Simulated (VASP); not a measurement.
Input of a VASP 6.6.1 run:

Contents of INCAR:

```
PREC = Accurate
ENCUT = 520
EDIFF = 1E-6
ISMEAR = 0
SIGMA = 0.05
LREAL = False
LASPH = True
NELM = 80
ALGO = Normal
ISIF = 2
LWAVE = False
LCHARG = False
GGA = PE
NBANDS = 36
```

File KPOINTS:

```
Automatic mesh
0
Gamma
  12 12 2
```

The input POSCAR:

```
C
1.0
    2.6529000000      0.0000000000      0.0000000000
   -1.3264500000      2.2974787937      0.0000000000
    0.0000000000      0.0000000000     12.7398000000
C
12
Direct
    0.0000000000      0.0000000000      0.1868593266
    0.0000000000      0.0000000000      0.6868593266
    0.0000000000      0.0000000000      0.3131406734
    0.0000000000      0.0000000000      0.8131406734
    0.3333333333      0.6666666667      0.5207665411
    0.6666666667      0.3333333333      0.0207665411
    0.3333333333      0.6666666667      0.9792334589
    0.6666666667      0.3333333333      0.4792334589
    0.3333333333      0.6666666667      0.6450950823
    0.6666666667      0.3333333333      0.1450950823
    0.3333333333      0.6666666667      0.8549049177
    0.6666666667      0.3333333333      0.3549049177
```

Potentials or basis: VASP PAW PBE potentials, release 64 (C).

Launch:

```console
$ cat potpaw_PBE.64/C/POTCAR > POTCAR
$ mpirun -np 1 vasp_std > vasp.out
```

Question: Estimate the band gap on the k mesh.

Answer: 3.93 eV, indirect (least direct gap 4.80 eV).

Question: Predict the pressure.

Answer: -42.8 GPa.

Stress tensor (GPa, compression positive):
```
-50.40   0.00   0.00
  0.00 -50.40   0.00
  0.00   0.00 -27.57
```

A k mesh can miss the band edges.
